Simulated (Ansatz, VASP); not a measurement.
**Two plane-wave programs on Ni**

```
Ni
1.0
     2.49176    0.00000    0.00000
    -1.24588    2.15792    0.00000
     0.00000    0.00000    4.06904
Ni
2
Direct
  0.33333 0.66667 0.25000
  0.66667 0.33333 0.75000
```

Alike in both runs: task relaxation of cell and atoms; functional PBEsol; k mesh 14 × 14 × 8; occupations fermi-dirac, width 0.05 eV; collinear spin.

|  | VASP | Ansatz |
| --- | --- | --- |
| version | VASP 6.6.1 | Ansatz 0.2.0 |
| potentials or method | VASP PAW PBE potentials, release 64 (Ni), cutoff 600 eV | plane waves (420 eV) with PAW, scalar-relativistic |
| valence electrons in the cell | 20 | 36 |

|  | VASP | Ansatz | Ansatz less VASP |
| --- | --- | --- | --- |
| net moment per atom (μB) | 0.59 | 0.63 | +0.037 |
| size of the moment on the site where the two differ most (μB) | 0.60 | 0.66 | +0.064 |
| relaxed volume (Å³/atom) | 10.39 | 10.41 | +0.019 |
| relaxed length of the cell vector where the two differ most in proportion (Å) | 2.445 | 2.448 | +0.0023 |

VASP's potentials were made for PBE, not for PBEsol, and Ansatz warns of the same on its side. Site moments also hang on the region over which each program counts them. VASP's potentials hold 20 valence electrons a cell and Ansatz's 36, so a difference there can come from the potentials and not from the codes.
